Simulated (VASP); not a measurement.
Input of a VASP 6.6.1 run:

The input INCAR:

```
PREC = Accurate ; ENCUT = 600
EDIFF = 1E-6 ; ISMEAR = -1
SIGMA = 0.05 ; LREAL = F
LASPH = T ; NELM = 80
ALGO = Normal ; ISIF = 3
LWAVE = F ; LCHARG = F
GGA = PS ; IBRION = 2
NSW = 80 ; EDIFFG = -0.02
```

Contents of KPOINTS:

```
Automatic mesh
0
Gamma
  13 13 8
```

The input POSCAR:

```
Be
1.0
    2.2853000000      0.0000000000      0.0000000000
   -1.1426500000      1.9791278553      0.0000000000
    0.0000000000      0.0000000000      3.5842000000
Be
2
Direct
    0.6666666667      0.3333333333      0.7500000000
    0.3333333333      0.6666666667      0.2500000000
```

Potentials or basis: VASP PAW PBE potentials, release 64 (Be).

Run with:

```bash
$ cat potpaw_PBE.64/Be/POTCAR > POTCAR
$ mpirun -np 1 vasp_std > vasp.out
```

(1) What does it give for the relaxed cell?

(2) Estimate the space group after relaxing (to 0.05 Å).

(3) What does it give for the band gap on the k mesh?

(4) Estimate the relaxed volume.

## Answers

(1) a = 2.265 Å, b = 2.265 Å, c = 3.544 Å, α = 90.00°, β = 90.00°, γ = 120.00°.

(2) P6_3/mmc (No. 194).

(3) zero (band 2 reaches 8.14 eV, above the bottom of band 3 at 6.50 eV).

(4) 7.87 Å³/atom.

Caveat: the PAW data sets were made with another functional, which shifts forces and pressure a little.
